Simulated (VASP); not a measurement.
Crystal: C.

```xyz
4
Lattice="2.4991 0.0000 0.0000 -1.2495 2.1643 0.0000 0.0000 0.0000 4.1190" Properties=species:S:1:pos:R:3 pbc="T T T"
C     0.0000    1.4429   -0.0011
C     1.2495    0.7214    2.0584
C     0.0000    1.4429    1.5416
C     1.2495    0.7214    3.6011
```

This cell differs from its parent crystal: strained cell.

Base run:

```yaml
Program: VASP 6.6.1
Functional: PBEsol
Potentials_or_basis: VASP PAW PBE potentials, release 64 (C)
Cutoff: 520 eV
k_mesh: 9 × 9 × 6
Occupations: gaussian, width 0.02 eV
Spin: no spin polarisation
```

Its results: band gap on the k mesh 3.03 eV, indirect (least direct gap 4.81 eV); pressure 5.8 GPa.

Task: The run is repeated on the same cell with these changes: potentials or basis from VASP PAW PBE potentials, release 64 (C) to VASP PAW PBE potentials, release 64 (C_h); cutoff from 520 eV to 910 eV; further incar settings from ALGO = Normal; EDIFF = 1e-07; NBANDS = 16 to ALGO = Normal; EDIFF = 1e-06; NBANDS = 16. What comes out?

Result: Band gap on the k mesh 3.03 eV, indirect (least direct gap 4.82 eV); pressure 4.7 GPa.

Caveats: the PAW data sets were made with another functional, which shifts forces and pressure a little; the cutoff is under 1.25 times the usual one of these potentials, so pressure, stress and relaxed cells hold a basis-set (Pulay) error (some runs).

A k mesh can miss the band edges.
